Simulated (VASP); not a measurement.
# CaO (Fm-3m) in VASP: settings compared, part 2 of 2

VASP 6.6.1. Earlier steps stand in the parts before.

## Step 4: Elastic constants, PBEsol

INCAR reads:

```
PREC = Accurate ; ENCUT = 600
EDIFF = 1E-8 ; ISMEAR = -1
SIGMA = 0.05 ; LREAL = False
LASPH = True ; NELM = 100
ALGO = Normal ; ISIF = 3
LWAVE = False ; LCHARG = False
GGA = PS ; NBANDS = 15
IBRION = 6 ; NFREE = 2
POTIM = 0.015 ; NSW = 1
```

KPOINTS reads:

```
Automatic mesh
0
Gamma
  7 7 7
```

POSCAR reads:

```
CaO
1.0
    0.0000000000      2.4035556960      2.4035556960
    2.4035556960      0.0000000000      2.4035556960
    2.4035556960      2.4035556960      0.0000000000
Ca O
1 1
Direct
    0.0000000000      0.0000000000      0.0000000000
    0.5000000000      0.5000000000      0.5000000000
```

Run with:

```
$ cat potpaw_PBE.64/Ca_sv/POTCAR potpaw_PBE.64/O/POTCAR > POTCAR
$ mpirun -np 1 vasp_std > vasp.out
```

Run time: 2.5 min. Hardware: 1 thread of Intel Xeon 6975P-C (Granite Rapids), shared host; peak memory 0.23 GiB.

It converged, with:

- Elastic constants C11, C12, C44: 210, 57, 76 GPa
- Voigt bulk modulus: 108 GPa
- Highest phonon frequency at Γ, LO-TO splitting left out: 261 cm⁻¹

Phonon frequencies in cm⁻¹ (negative: imaginary):
```
              q point        frequencies
(0.000, 0.000, 0.000)  0 0 0 261 261 261
```

Elastic tensor in Voigt notation (GPa, in the Cartesian axes of the cell as first typed):
```
210  57  57   0   0   0
 57 210  57   0   0   0
 57  57 210   0   0   0
  0   0   0  76   0   0
  0   0   0   0  76   0
  0   0   0   0   0  76
```

Clamped-ion elastic tensor (GPa):
```
210  57  57   0   0   0
 57 210  57   0   0   0
 57  57 210   0   0   0
  0   0   0  76   0   0
  0   0   0   0  76   0
  0   0   0   0   0  76
```

Caveat: the cell is under stress, which shifts elastic constants; the PAW data sets were made with another functional, which shifts forces and pressure a little.

## Step 5: Vibrations by perturbation theory, LDA

INCAR reads:

```
SYSTEM = CaO
  ALGO = Normal
  EDIFF = 1E-8
  ENCUT = 520
  GGA = CA
  IBRION = 8
  ISIF = 2
  ISMEAR = -1
  LASPH = .TRUE.
  LCHARG = .TRUE.
  LREAL = .FALSE.
  LWAVE = .FALSE.
  NBANDS = 15
  NELM = 60
  NSW = 1
  PREC = Accurate
  SIGMA = 0.05
```

KPOINTS reads:

```
k-points
0
G
  7 7 7
  0 0 0
```

POSCAR is that of step 4.

Potentials or basis: VASP PAW LDA potentials, release 64 (Ca_sv, O).

Run with:

```
$ cat potpaw_LDA.64/Ca_sv/POTCAR potpaw_LDA.64/O/POTCAR > POTCAR
$ mpirun -np 1 vasp_std > vasp.out
```

OUTCAR:

```text
SYSTEM = CaO
   EDIFF = 1E-8
   ENCUT = 520
   GGA = CA
   IBRION = 8
   ISIF = 2
   ISMEAR = -1
   LASPH = .TRUE.
   LREAL = .FALSE.
   NELM = 60
   NSW = 1
   PREC = Accurate

 ion  position               nearest neighbor table
   1  0.000  0.000  0.000-   2 2.40   2 2.40   2 2.40   2 2.40   2 2.40   2 2.40
   2  0.500  0.500  0.500-   1 2.40   1 2.40   1 2.40   1 2.40   1 2.40   1 2.40

  LATTYP: Found a face centered cubic cell.
 ALAT       =     4.8071113920

  Lattice vectors:

 A1 = (   0.0000000000,   2.4035556960,   2.4035556960)
 A2 = (   2.4035556960,   0.0000000000,   2.4035556960)
 A3 = (   2.4035556960,   2.4035556960,   0.0000000000)

Analysis of symmetry for initial positions (statically):
=====================================================================
 Subroutine PRICEL returns:
 Original cell was already a primitive cell.

 Routine SETGRP: Setting up the symmetry group for a
 face centered cubic supercell.

 Subroutine GETGRP returns: Found 48 space group operations
 (whereof 48 operations were pure point group operations)
 out of a pool of 48 trial point group operations.

The static configuration has the point symmetry O_h .

Analysis of symmetry for dynamics (positions and initial velocities):
=====================================================================
 Subroutine PRICEL returns:
[... 542 lines left out ...]
      0.00000      0.00000      0.00000        -0.000000      0.000000     -0.000000
      2.40356      2.40356      2.40356         0.000000     -0.000000      0.000000
 -----------------------------------------------------------------------------------
    total drift:                                0.000000      0.000000      0.000000

  FREE ENERGIE OF THE ION-ELECTRON SYSTEM (eV)
  ---------------------------------------------------
  free  energy   TOTEN  =       -14.1920158948 eV

  energy  without entropy=      -14.1920158947  energy(sigma->0) =      -14.19201589

[... ionic steps 2 to 3 ...]

--------------------------------------- Ionic step        4  -------------------------------------------

------------------------ aborting loop because EDIFF is reached ----------------------------------------

[... ionic steps 5 to 6 ...]

--------------------------------------- Ionic step        7  -------------------------------------------

 Free energy of the ion-electron system (eV)
  ---------------------------------------------------
  ---------------------------------------------------
  free energy    TOTEN  =        -0.35691820 eV

  energy without entropy =       -0.35691820

------------------------ aborting loop because EDIFF is reached ----------------------------------------

 INTERNAL STRAIN TENSOR  FOR ION    2  DIRECTION 1   (eV/Angst):
 -----------------------------------------------------------------------------
     0.01495  0.00000 -0.00000
     0.00000 -0.00913 -0.00000
    -0.00000 -0.00000 -0.00913

 INTERNAL STRAIN TENSOR FOR ION    2 for displacements in x,y,z  (eV/Angst):
          X           Y           Z          XY          YZ          ZX
  --------------------------------------------------------------------------------
  x     0.00000     0.00000     0.00000     0.00000     0.00000     0.00000
  y     0.00000     0.00000     0.00000     0.00000     0.00000     0.00000
  z     0.00000     0.00000     0.00000     0.00000     0.00000     0.00000

 SECOND DERIVATIVES (NOT SYMMETRIZED)
 ------------------------------------
               1X          1Y          1Z          2X          2Y          2Z
  1X    -2.667357    0.000000    0.000000    2.667357    0.000000    0.000000
  1Y     0.000000   -2.667357    0.000000    0.000000    2.667357    0.000000
  1Z     0.000000    0.000000   -2.667357    0.000000    0.000000    2.667357
  2X     2.645581    0.000000    0.000000   -2.645581    0.000000    0.000000
  2Y     0.000000    2.645581    0.000000    0.000000   -2.645581    0.000000
  2Z     0.000000    0.000000    2.645581    0.000000    0.000000   -2.645581

 Eigenvectors and eigenvalues of the dynamical matrix
 ----------------------------------------------------

   1 f  =    7.528434 THz    47.302546 2PiTHz  251.121526 cm-1    31.135087 meV
             X         Y         Z           dx          dy          dz
      0.000000  0.000000  0.000000    -0.000000   -0.535717   -0.000000
      2.403556  2.403556  2.403556     0.000000    0.844398    0.000000
[... 21 lines left out ...]
   6 f/i=    0.013958 THz     0.087701 2PiTHz    0.465590 cm-1     0.057726 meV
             X         Y         Z           dx          dy          dz
      0.000000  0.000000  0.000000     0.009802   -0.257196    0.804215
      2.403556  2.403556  2.403556     0.006218   -0.163175    0.510224

--------------------------------------------------------------------------------------------------------

 ELASTIC MODULI CONTR FROM IONIC RELAXATION (kBar)
 Direction    XX          YY          ZZ          XY          YZ          ZX
 --------------------------------------------------------------------------------
 XX           0.0000      0.0000      0.0000      0.0000      0.0000      0.0000
 YY           0.0000      0.0000      0.0000      0.0000      0.0000      0.0000
 ZZ           0.0000      0.0000      0.0000      0.0000      0.0000      0.0000
 XY           0.0000      0.0000      0.0000      0.0000      0.0000      0.0000
 YZ           0.0000      0.0000      0.0000      0.0000      0.0000      0.0000
 ZX           0.0000      0.0000      0.0000      0.0000      0.0000      0.0000
 --------------------------------------------------------------------------------
```

OSZICAR:

```text
N       E                     dE             d eps       ncg     rms          rms(c)
DAV:   1     0.120773129106E+03    0.12077E+03   -0.84103E+03   600   0.109E+03
DAV:   2    -0.108369590192E+02   -0.13161E+03   -0.12209E+03   712   0.287E+02
DAV:   3    -0.157741322288E+02   -0.49372E+01   -0.49059E+01   740   0.581E+01
[... 50 lines left out ...]
RMM:   9    -0.356918140511E+00   -0.28505E-06    0.50440E-07  2604   0.760E-04    0.322E-05
RMM:  10    -0.356918282666E+00   -0.14215E-06    0.63564E-07  2621   0.329E-04    0.169E-05
RMM:  11    -0.356918162883E+00    0.11978E-06    0.75047E-07  2562   0.154E-04    0.548E-06
RMM:  12    -0.356918210327E+00   -0.47443E-07    0.40569E-07  2636   0.717E-05    0.259E-06
RMM:  13    -0.356918202062E+00    0.82649E-08    0.15853E-07  2686   0.351E-05    0.203E-06
RMM:  14    -0.356918201406E+00    0.65646E-09    0.18461E-08  2332   0.195E-05    0.197E-06
 Linear response finished
```

stdout:

```text
POSCAR found type information on POSCAR CaO
 POSCAR found :  2 types and       2 ions
 scaLAPACK will be used
 LDA part: xc-table for (Slater(with rela. corr.)+CA(PZ))
 , standard interpolation
 POSCAR, INCAR and KPOINTS ok, starting setup
 FFT: planning ... GRIDC
 FFT: planning ... GRID_SOFT
 FFT: planning ... GRID
 WAVECAR not read
 entering main loop
 Linear response reoptimize wavefunctions to high precision
 Linear response DOF=           2
 Linear response progress:
 first order change of Fermi-energy   0.10911E-04
 force on displaced ion       1 direction 1 :  -2.667   0.000   0.000
 Linear response progress:
 first order change of Fermi-energy   0.14380E-03
 force on displaced ion       2 direction 1 :  -2.646   0.000   0.000
 Linear response finished
```

It took 2.3 min on 1 thread of AMD EPYC 7R43 (Zen 3), shared host; peak memory 0.16 GiB.

Results:

| Property | Result |
| --- | --- |
| Highest phonon frequency at Γ, LO-TO splitting left out | 251 cm⁻¹ |

Phonon frequencies in cm⁻¹ (negative: imaginary):
```csv
q point,frequencies
"(0.000, 0.000, 0.000)",0 0 0 251 251 251
```

Caveat: the cell wasn't relaxed at this level first, which shifts response properties.

## Step 6: Vibrations by perturbation theory, PBE

INCAR reads:

```
PREC = Accurate ; ENCUT = 520
EDIFF = 1E-8 ; ISMEAR = -1
SIGMA = 0.05 ; LREAL = F
LASPH = T ; NELM = 80
ALGO = Normal ; ISIF = 2
LWAVE = F ; LCHARG = T
GGA = PE ; IBRION = 8
NSW = 1
```

KPOINTS reads:

```
Automatic mesh
0
Gamma
  7 7 7
```

POSCAR is that of step 5.

Potentials or basis: VASP PAW PBE potentials, release 64 (Ca_sv, O).

Run with:

```
$ cat potpaw_PBE.64/Ca_sv/POTCAR potpaw_PBE.64/O/POTCAR > POTCAR
$ mpirun -np 1 vasp_std > vasp.out
```

OUTCAR:

```text
PREC = Accurate
   ENCUT = 520
   EDIFF = 1E-8
   ISMEAR = -1
   LREAL = F
   LASPH = T
   NELM = 80
   ISIF = 2
   GGA = PE
   IBRION = 8
   NSW = 1

 ion  position               nearest neighbor table
   1  0.000  0.000  0.000-   2 2.40   2 2.40   2 2.40   2 2.40   2 2.40   2 2.40
   2  0.500  0.500  0.500-   1 2.40   1 2.40   1 2.40   1 2.40   1 2.40   1 2.40

  LATTYP: Found a face centered cubic cell.
 ALAT       =     4.8071113920

  Lattice vectors:

 A1 = (   0.0000000000,   2.4035556960,   2.4035556960)
 A2 = (   2.4035556960,   0.0000000000,   2.4035556960)
 A3 = (   2.4035556960,   2.4035556960,   0.0000000000)

Analysis of symmetry for initial positions (statically):
=====================================================================
 Subroutine PRICEL returns:
 Original cell was already a primitive cell.

 Routine SETGRP: Setting up the symmetry group for a
 face centered cubic supercell.

 Subroutine GETGRP returns: Found 48 space group operations
[... 521 lines left out ...]
 -----------------------------------------------------------------------------
     0.01579 -0.00000 -0.00000
    -0.00000 -0.00935 -0.00000
    -0.00000 -0.00000 -0.00935

 INTERNAL STRAIN TENSOR FOR ION    2 for displacements in x,y,z  (eV/Angst):
          X           Y           Z          XY          YZ          ZX
  --------------------------------------------------------------------------------
  x     0.00000     0.00000     0.00000     0.00000     0.00000     0.00000
  y     0.00000     0.00000     0.00000     0.00000     0.00000     0.00000
  z     0.00000     0.00000     0.00000     0.00000     0.00000     0.00000

 SECOND DERIVATIVES (NOT SYMMETRIZED)
 ------------------------------------
               1X          1Y          1Z          2X          2Y          2Z
  1X    -3.136436    0.000000    0.000000    3.136436    0.000000    0.000000
  1Y     0.000000   -3.136436    0.000000    0.000000    3.136436    0.000000
  1Z     0.000000    0.000000   -3.136436    0.000000    0.000000    3.136436
  2X     3.102879    0.000000    0.000000   -3.102879    0.000000    0.000000
  2Y     0.000000    3.102879    0.000000    0.000000   -3.102879    0.000000
  2Z     0.000000    0.000000    3.102879    0.000000    0.000000   -3.102879

 Eigenvectors and eigenvalues of the dynamical matrix
 ----------------------------------------------------

   1 f  =    8.156178 THz    51.246778 2PiTHz  272.060816 cm-1    33.731227 meV
             X         Y         Z           dx          dy          dz
      0.000000  0.000000  0.000000     0.535536   -0.020262    0.017557
      2.403556  2.403556  2.403556    -0.843031    0.031896   -0.027638
[... 21 lines left out ...]
   6 f/i=    0.019854 THz     0.124745 2PiTHz    0.662250 cm-1     0.082109 meV
             X         Y         Z           dx          dy          dz
      0.000000  0.000000  0.000000     0.582330    0.604087   -0.091939
      2.403556  2.403556  2.403556     0.369926    0.383747   -0.058404

--------------------------------------------------------------------------------------------------------

 ELASTIC MODULI CONTR FROM IONIC RELAXATION (kBar)
 Direction    XX          YY          ZZ          XY          YZ          ZX
 --------------------------------------------------------------------------------
 XX           0.0000      0.0000      0.0000      0.0000      0.0000      0.0000
 YY           0.0000      0.0000      0.0000      0.0000      0.0000      0.0000
 ZZ           0.0000      0.0000      0.0000      0.0000      0.0000      0.0000
 XY           0.0000      0.0000      0.0000      0.0000      0.0000      0.0000
 YZ           0.0000      0.0000      0.0000      0.0000      0.0000      0.0000
 ZX           0.0000      0.0000      0.0000      0.0000      0.0000      0.0000
 --------------------------------------------------------------------------------
```

It took 4.6 min on 1 thread of Intel Xeon 8259CL, shared host; peak memory 0.2 GiB.

Results:

```yaml
Highest_phonon_frequency_at_Γ_LO-TO_splitting_left_out: 272 cm⁻¹
```

Phonon frequencies in cm⁻¹ (negative: imaginary):
```tsv
q point	frequencies
(0.000, 0.000, 0.000)	-1 -1 -1 272 272 272
```

Caveat: the cell wasn't relaxed at this level first, which shifts response properties.
